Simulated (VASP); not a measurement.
Set up this calculation in VASP 6.6.1, as the native input.

```
Task                   : single point
Functional             : PBE
Potentials or basis    : VASP PAW PBE potentials, release 64 (Cu, Os)
Cutoff                 : 600 eV
k mesh                 : 6 × 6 × 4
Occupations            : gaussian, width 0.1 eV
Spin                   : no spin polarisation
Dipole correction      : no
Further INCAR settings : ALGO = Normal; EDIFF = 1e-06; NBANDS = 36
```

The structure of CuOs2 lies in POSCAR:

```
CuOs2
1.0
    3.7280901985      0.0000000000      0.0000000000
    0.0000000000      3.7280901985      0.0000000000
    0.0000000000      0.0000000000      6.2538080891
Cu Os
2 4
Direct
    0.0000000000      0.5000000000      0.6909616543
    0.5000000000      0.0000000000      0.3090383457
    0.0000000000      0.0000000000      0.0000000000
    0.5000000000      0.5000000000      0.0000000000
    0.0000000000      0.5000000000      0.2979030762
    0.5000000000      0.0000000000      0.7020969238
```

The input as run:

INCAR

```
ALGO     = Normal         # electronic algorithm
EDIFF    = 1E-6           # SCF threshold, eV
ENCUT    = 600            # plane-wave cutoff, eV
GGA      = PE             # functional
GGA_COMPAT= F            
ISIF     = 2              # what is computed and relaxed
ISMEAR   = 0              # smearing method
LASPH    = T              # aspherical terms in the spheres
LCHARG   = F              # write CHGCAR
LREAL    = F              # projectors in reciprocal space
LWAVE    = F              # write WAVECAR
NBANDS   = 36             # bands
NELM     = 120            # most SCF steps
PREC     = Accurate       # precision mode
SIGMA    = 0.1            # smearing width, eV
```

KPOINTS

```
k-points
0
Gamma
  6 6 4
```

Potentials or basis: VASP PAW PBE potentials, release 64 (Cu, Os).

Run with:

```console
$ cat potpaw_PBE.64/Cu/POTCAR potpaw_PBE.64/Os/POTCAR > POTCAR
$ mpirun -np 1 vasp_std > vasp.out
```

Results of the run:

- Pressure: 0.5 GPa
- Largest force: 0.036 eV/Å
- Band gap on the k mesh: zero (bands 27 and 28 overlap by 1.83 eV)

Caveat: spin-orbit coupling is left out, which moves the levels of the heavy elements.

Run time: 70 s on 1 thread of Intel(R) Xeon(R) 6975P-C (Granite Rapids), with other jobs on the host, peak memory 0.26 GiB.
